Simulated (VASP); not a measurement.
## CuNi3: single point with PBEsol

The system is CuNi3.

```
CELL_PARAMETERS angstrom
-1.75621 1.75621 3.46918
1.75621 -1.75621 3.46918
1.75621 1.75621 -3.46918
ATOMIC_POSITIONS crystal
Cu 0.00000 0.00000 0.00000
Ni 0.75000 0.25000 0.50000
Ni 0.25000 0.75000 0.50000
Ni 0.50000 0.50000 0.00000
```

```
Program                : VASP 6.6.1
Task                   : single point
Functional             : PBEsol
Potentials or basis    : VASP PAW PBE potentials, release 64 (Cu, Ni)
Cutoff                 : 520 eV
k mesh                 : 9 × 9 × 9, shifted
Occupations            : gaussian, width 0.1 eV
Spin                   : collinear spin, ferromagnetic start
Starting moments       : [0.0, 2.0, 2.0, 2.0] μB
Dipole correction      : no
Further INCAR settings : ALGO = Normal; EDIFF = 1e-07; NBANDS = 32
```

The pressure is -2.1 GPa. The net moment is 1.48 μB per cell, the site moments are Cu +0.00; Ni +0.49, +0.52 μB and the valence electrons inside the program's atomic spheres are Cu 10.12; Ni 9.35, 9.34.

Stress tensor (GPa, compression positive):
```
-2.44  0.00  0.00
 0.00 -2.44  0.00
 0.00  0.00 -1.50
```

Levels at points of the mesh, in eV from the Fermi level:
Spin up:
```tsv
k point	band 17	band 18	band 19	band 20	band 21	band 22	band 23	band 24	band 25	band 26
(0.50, 0.50, 0.50)	-0.66	-0.62	-0.39	-0.38	-0.38	-0.23	2.19	2.19	8.99	9.08
```
Spin down:
```tsv
k point	band 18	band 19	band 20	band 21	band 22	band 23
(0.50, 0.50, 0.50)	-0.22	0.15	0.23	0.23	0.47	2.18
```

It took 4.6 min on 1 thread of Intel(R) Xeon(R) Platinum 8488C (Sapphire Rapids), on a shared host, peak memory 0.31 GiB.

Caveat: the PAW data sets were made with another functional, which shifts forces and pressure a little.
